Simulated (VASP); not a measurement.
# AlN (F-43m) in VASP: notebook

Runs on AlN. Level: BHLYP. Tasks: single point.

Everything below comes from runs of VASP 6.6.1. Logs are shortened: lines on timing, memory, paths and dates and some standing lists are left out, and cuts for length are marked.

## (1) The cell of the first run

Symmetry: F-43m, No. 216, cubic system. The conventional cell has a = 4.309 Å, b = 4.309 Å, c = 4.309 Å, α = 90.00°, β = 90.00°, γ = 90.00°. Within 2.5 Å of Al (site symmetry -43m) lie 4 N at 1.87 Å. Within 2.5 Å of N (site symmetry -43m) lie 4 Al at 1.87 Å.

## (2) Single point, BHLYP

POSCAR reads:

```
AlN
1.0
    0.0000000000      2.1544765148      2.1544765148
    2.1544765148      0.0000000000      2.1544765148
    2.1544765148      2.1544765148      0.0000000000
Al N
1 1
Direct
    0.0000000000      0.0000000000      0.0000000000
    0.2500000000      0.2500000000      0.2500000000
```

INCAR.step1 reads:

```
SYSTEM = AlN
ALGO = Normal
EDIFF = 1E-5
ENCUT = 520
GGA = PE
ISIF = 2
ISMEAR = -1
LASPH = .TRUE.
LREAL = .FALSE.
LWAVE = .TRUE.
NBANDS = 11
NELM = 80
PREC = Accurate
SIGMA = 0.05
```

INCAR.step2 reads:

```
SYSTEM = AlN
AEXX = 0.5
AGGAC = 1.0
AGGAX = 0.5
ALDAC = 0.0
ALDAX = 0.5
ALGO = Normal
EDIFF = 1E-7
ENCUT = 520
GGA = B5
ISIF = 2
ISMEAR = -1
ISTART = 1
LASPH = .TRUE.
LCHARG = .TRUE.
LELF = .TRUE.
LHFCALC = .TRUE.
LREAL = .FALSE.
LVHAR = .TRUE.
LWAVE = .FALSE.
NBANDS = 11
NELM = 80
PREC = Accurate
PRECFOCK = Normal
SIGMA = 0.05
```

KPOINTS reads:

```
k-points
0
G
  5 5 5
  0 0 0
```

Potentials or basis: VASP PAW PBE potentials, release 64 (Al, N).

On the command line:

```console
$ cat potpaw_PBE.64/Al/POTCAR potpaw_PBE.64/N/POTCAR > POTCAR
$ cp INCAR.step1 INCAR
$ mpirun -np 1 vasp_std > vasp.out
$ cp INCAR.step2 INCAR
$ mpirun -np 1 vasp_std > vasp.out
```

OUTCAR:

```text
SYSTEM = AlN
   AEXX = 0.5
   EDIFF = 1E-7
   ENCUT = 520
   GGA = B5
   ISIF = 2
   ISMEAR = -1
   ISTART = 1
   LASPH = .TRUE.
   LHFCALC = .TRUE.
   LREAL = .FALSE.
   NELM = 80
   PREC = Accurate
   PRECFOCK = Normal

 ion  position               nearest neighbor table
   1  0.000  0.000  0.000-   2 1.87   2 1.87   2 1.87   2 1.87
   2  0.250  0.250  0.250-   1 1.87   1 1.87   1 1.87   1 1.87

  LATTYP: Found a face centered cubic cell.
 ALAT       =     4.3089530296

  Lattice vectors:

 A1 = (   0.0000000000,   2.1544765148,   2.1544765148)
 A2 = (   2.1544765148,   0.0000000000,   2.1544765148)
 A3 = (   2.1544765148,   2.1544765148,   0.0000000000)

Analysis of symmetry for initial positions (statically):
=====================================================================
 Subroutine PRICEL returns:
 Original cell was already a primitive cell.

 Routine SETGRP: Setting up the symmetry group for a
 face centered cubic supercell.

 Subroutine GETGRP returns: Found 24 space group operations
 (whereof 24 operations were pure point group operations)
 out of a pool of 48 trial point group operations.

The static configuration has the point symmetry T_d .

Analysis of symmetry for dynamics (positions and initial velocities):
=====================================================================
 Subroutine PRICEL returns:
 Original cell was already a primitive cell.

 Routine SETGRP: Setting up the symmetry group for a
 face centered cubic supercell.

 Subroutine GETGRP returns: Found 24 space group operations
 (whereof 24 operations were pure point group operations)
 out of a pool of 48 trial point group operations.

The dynamic configuration has the point symmetry T_d .

 Subroutine INISYM returns: Found 24 space group operations
 (whereof 24 operations are pure point group operations),
 and found     1 'primitive' translations

----------------------------------------------------------------------------------------

                                     Primitive cell

  volume of cell :      20.0012

  direct lattice vectors                    reciprocal lattice vectors
     0.000000000  2.154476515  2.154476515    -0.232074936  0.232074936  0.232074936
     2.154476515  0.000000000  2.154476515     0.232074936 -0.232074936  0.232074936
     2.154476515  2.154476515  0.000000000     0.232074936  0.232074936 -0.232074936

  length of vectors
     3.046889907  3.046889907  3.046889907     0.401965581  0.401965581  0.401965581

  position of ions in fractional coordinates (direct lattice)
     0.000000000  0.000000000  0.000000000
     0.250000000  0.250000000  0.250000000

  ion indices of the primitive-cell ions
   primitive index   ion index
                 1           1
                 2           2

----------------------------------------------------------------------------------------

 KPOINTS: k-points

Automatic generation of k-mesh.
 Grid dimensions read from file:
 generate k-points for:    5    5    5

 Generating k-lattice:

  Cartesian coordinates                     Fractional coordinates (reciprocal lattice)
    -0.046414987  0.046414987  0.046414987     0.200000000  0.000000000  0.000000000
     0.046414987 -0.046414987  0.046414987     0.000000000  0.200000000  0.000000000
     0.046414987  0.046414987 -0.046414987     0.000000000  0.000000000  0.200000000

  Length of vectors
     0.080393116  0.080393116  0.080393116

  Shift w.r.t. Gamma in fractional coordinates (k-lattice)
     0.000000000  0.000000000  0.000000000

 Subroutine IBZKPT returns following result:
 ===========================================

 Found     10 irreducible k-points:

 Following reciprocal coordinates:
            Coordinates               Weight
  0.000000  0.000000  0.000000      1.000000
  0.200000  0.000000  0.000000      8.000000
  0.400000  0.000000  0.000000      8.000000
  0.200000  0.200000  0.000000      6.000000
  0.400000  0.200000  0.000000     24.000000
 -0.400000  0.200000  0.000000     24.000000
 -0.200000  0.200000  0.000000     12.000000
  0.400000  0.400000  0.000000      6.000000
 -0.400000  0.400000  0.000000     12.000000
 -0.400000  0.400000  0.200000     24.000000
   k-points           NKPTS =     10   k-points in BZ     NKDIM =    125   number of bands    NBANDS=     11
   number of dos      NEDOS =    301   number of ions     NIONS =      2
   total plane-waves  NPLWV =  13824
   dimension x,y,z NGX =    24 NGY =   24 NGZ =   24
   dimension x,y,z NGXF=    48 NGYF=   48 NGZF=   48
   ions per type =               1   1
   NGX,Y,Z   is equivalent  to a cutoff of  13.10, 13.10, 13.10 a.u.
   NGXF,Y,Z  is equivalent  to a cutoff of  26.19, 26.19, 26.19 a.u.
 SYSTEM =  AlN
   PREC   = accura    normal or accurate (medium, high low for compatibility)
   ISTART =      1    job   : 0-new  1-cont  2-samecut
   ICHARG =      0    charge: 1-file 2-atom 10-const
   ISPIN  =      1    spin polarized calculation?
   LNONCOLLINEAR =      F non collinear calculations
   LSORBIT =      F    spin-orbit coupling
   LASPH  =      T    aspherical Exc in radial PAW
   ENCUT  =  520.0 eV  38.22 Ry    6.18 a.u.   5.67  5.67  5.67*2*pi/ulx,y,z
   NELM   =     80;   NELMIN=  2; NELMDL=  0     # of ELM steps
   EDIFF  = 0.1E-06   stopping-criterion for ELM
   LREAL  =      F    real-space projection
   EDIFFG = 0.1E-05   stopping-criterion for IOM
   NSW    =      0    number of steps for IOM
   IBRION =     -1    ionic relax: 0-MD 1-quasi-New 2-CG
   NFREE  =      0    steps in history (QN), initial steepest desc. (CG)
   ISIF   =      2    stress and relaxation
   ISYM   =      3    0-nonsym 1-usesym 2-fastsym
   POTIM  = 0.5000    time-step for ionic-motion
   TEBEG  =    0.0;   TEEND  =   0.0 temperature during run
   PSTRESS=    0.0 pullay stress
   NELECT =       8.0000    total number of electrons
   NUPDOWN=      -1.0000    fix difference up-down
   EMIN   =  10.00;   EMAX   =-10.00  energy-range for DOS
   EFERMI =   0.00;   METHOD = LEGACY
   ISMEAR =    -1;   SIGMA  =   0.05  broadening in eV -4-tet -1-fermi 0-gaus
   EFERMI_NEDOS =   21; number of points for ismear=-14 and -15
   IALGO  =     38    algorithm
   IMIX   =      1    mixing-type and parameters
     AMIX     =   0.40;   BMIX     =  1.00
     AMIX_MAG =   1.60;   BMIX_MAG =  1.00
  volume/ion in A,a.u.               =      10.00        67.49
  Fermi-wavevector in a.u.,A,eV,Ry     =   1.206201  2.279390 19.795404  1.454921
  Thomas-Fermi vector in A             =   2.341875
   LORBIT       =      0    0 simple, 1 ext, 2 COOP (PROOUT), +10 PAW based schemes
   GGA     = B5    functional components
   LHFCALC =     T    Hartree Fock is set to
   PRECFOCK=normal    Normal, Fast or Accurate (Low or Medium for compatibility)
   ENCUT4O =  -1.0   cutoff for four orbital integrals eV
   NKREDX  =     1    reduce k-point grid by
   NKREDY  =     1    reduce k-point grid by
   NKREDZ  =     1    reduce k-point grid by
   AEXX    =    0.5000 exact exchange contribution
   HFSCREEN=    0.0000 screening length (either q_TF or 0.3 A-1)
   HFSCREENC=   0.0000 screening length for correlation (either q_TF or 0.3 A-1)
   ENCUTFOCK=  -1.0 apply spherical cutoff to Coloumb kernel
   IVDW    =     0    specifies the selected vdW correction
   LEPSILON=     F    determine dielectric tensor
   LRPA    =     F    only Hartree local field effects (RPA)
 non-spin polarized calculation
  energy-cutoff  :      520.00
  volume of cell :       20.00
 maximum number of plane-waves:       547
  NGX = 18; NGY = 18; NGZ = 18

 number of electron       7.9999998 magnetization

 Free energy of the ion-electron system (eV)
  ---------------------------------------------------
  ext. energy  EPLUGINS =         0.00000000
  ---------------------------------------------------
  free energy    TOTEN  =       -21.03221380 eV

  energy without entropy =      -21.03221380  energy(sigma->0) =      -21.03221380

 E-fermi :   5.1697     XC(G=0):  -5.7810

 val. band max:        4.0087817655   @ k =   0.0000   0.0000   0.0000
 cond. band min:      12.5322344177   @ k =   0.4000   0.4000   0.0000
 fundamental gap:      8.5234526522
 Fermi energy:         5.1697173085

 k-point     1 :       0.0000    0.0000    0.0000
  band No.  band energies     occupation
      1     -14.1334      2.00000
      2       4.0088      2.00000
      3       4.0088      2.00000
      4       4.0088      2.00000
      5      13.2906      0.00000
      6      22.1272      0.00000
      7      22.1272      0.00000
      8      22.1272      0.00000
      9      27.7130      0.00000
     10      27.7130      0.00000
     11      29.2822      0.00000

 k-point     2 :       0.2000    0.0000    0.0000
  band No.  band energies     occupation
      1     -13.4620      2.00000
      2       1.2773      2.00000
      3       3.7890      2.00000
      4       3.7890      2.00000
      5      15.2000      0.00000
      6      20.9709      0.00000
      7      22.2268      0.00000
      8      22.2268      0.00000
      9      25.7254      0.00000
     10      25.7254      0.00000
     11      27.4228      0.00000

 k-point     3 :       0.4000    0.0000    0.0000
  band No.  band energies     occupation
      1     -12.0216      2.00000
      2      -2.3007      2.00000
      3       3.4684      2.00000
      4       3.4684      2.00000
      5      16.5176      0.00000
      6      19.8425      0.00000
      7      20.7483      0.00000
      8      20.7483      0.00000
      9      27.9080      0.00000
     10      29.1674      0.00000
     11      29.1674      0.00000
[... 71 lines left out ...]
 k-point     9 :      -0.4000    0.4000    0.0000
  band No.  band energies     occupation
      1     -10.9176      2.00000
      2      -1.3383      2.00000
      3       0.2835      2.00000
      4       2.1814      2.00000
      5      13.3562      0.00000
      6      19.0823      0.00000
      7      23.7746      0.00000
      8      24.7987      0.00000
      9      25.4508      0.00000
     10      31.3362      0.00000
     11      35.8278      0.00000

 k-point    10 :      -0.4000    0.4000    0.2000
  band No.  band energies     occupation
      1     -11.1269      2.00000
      2      -1.1246      2.00000
      3       0.5207      2.00000
      4       1.8333      2.00000
      5      15.0433      0.00000
      6      20.2179      0.00000
      7      21.0681      0.00000
      8      23.5608      0.00000
      9      26.9821      0.00000
     10      29.6002      0.00000
     11      35.7467      0.00000

------------------------ aborting loop because EDIFF is reached ----------------------------------------

  FORCE on cell =-STRESS in cart. coord.  units (eV):
  Direction    XX          YY          ZZ          XY          YZ          ZX
  --------------------------------------------------------------------------------------
  -------------------------------------------------------------------------------------
  Total        0.8839404      0.8839404      0.8839404      0.0000000      0.0000000     -0.0000000
  in kB       70.8073395     70.8073395     70.8073395      0.0000000      0.0000000     -0.0000000
  external PRESSURE =      70.8073395 kB  Pullay stress =       0.0000000 kB

 VOLUME and BASIS-vectors are now :
 -----------------------------------------------------------------------------
  energy-cutoff  :      520.00
  volume of cell :       20.00
      direct lattice vectors                 reciprocal lattice vectors
     0.000000000  2.154476515  2.154476515    -0.232074936  0.232074936  0.232074936
     2.154476515  0.000000000  2.154476515     0.232074936 -0.232074936  0.232074936
     2.154476515  2.154476515  0.000000000     0.232074936  0.232074936 -0.232074936

 POSITION                                       TOTAL-FORCE (eV/Angst)
 -----------------------------------------------------------------------------------
      0.00000      0.00000      0.00000         0.000000      0.000000      0.000000
      1.07724      1.07724      1.07724        -0.000000     -0.000000     -0.000000
 -----------------------------------------------------------------------------------
    total drift:                                0.000000     -0.000000      0.000000

  FREE ENERGIE OF THE ION-ELECTRON SYSTEM (eV)
  ---------------------------------------------------
  free  energy   TOTEN  =       -21.0322138048 eV

  energy  without entropy=      -21.0322138048  energy(sigma->0) =      -21.03221380
```

Run time: 3.8 min. Hardware: 1 thread of Intel Xeon Platinum 8375C at 2.90GHz (Ice Lake), shared host; peak memory 0.13 GiB.

What came out:

| Property | Result |
| --- | --- |
| Free energy | -21.0322 eV |
| Pressure | 7.1 GPa |
| Band gap on the k mesh | 8.52 eV (least direct gap 9.28 eV) |

Caveat: the k points lie up to 0.51 Å⁻¹ apart; the PAW data sets were made with another functional, which shifts forces and pressure a little; an odd mesh through Γ misses points on the zone boundary, where band edges can lie.

[end of part 1 of 2]
